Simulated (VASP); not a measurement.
Ga4AsP3:

```
CELL_PARAMETERS angstrom
-2.75198 2.75198 5.50289
2.75198 -2.75198 5.50289
2.75198 2.75198 -5.50289
ATOMIC_POSITIONS crystal
P 0.25000 0.75000 0.50000
P 0.50000 0.50000 0.00000
P 0.75000 0.25000 0.50000
Ga 0.87114 0.38309 0.00000
Ga 0.12886 0.12886 0.51194
Ga 0.38309 0.87114 0.00000
Ga 0.61691 0.61691 0.48806
As 0.00000 0.00000 0.00000
```

Base run:

- Program: VASP 6.6.1
- Functional: r2SCAN
- Potentials or basis: VASP PAW PBE potentials, release 64 (P, Ga_d, As)
- Cutoff: 520 eV
- k mesh: 6 × 6 × 6
- Occupations: gaussian, width 0.01 eV
- Spin: no spin polarisation

Its results: band gap on the k mesh 1.71 eV (least direct gap 1.83 eV); pressure 0.0 GPa; largest force 0.008 eV/Å.

Question: The run is repeated on the same cell with these changes: functional from r2SCAN to PBE; occupations from gaussian, width 0.01 eV to fermi-dirac, width 0.02 eV. What comes out?

Answer: Band gap on the k mesh 1.45 eV; pressure 2.6 GPa; largest force 0.061 eV/Å.

Caveats: the PAW data sets were made with another functional, which shifts forces and pressure a little (at least some runs).

A k mesh can miss the band edges.
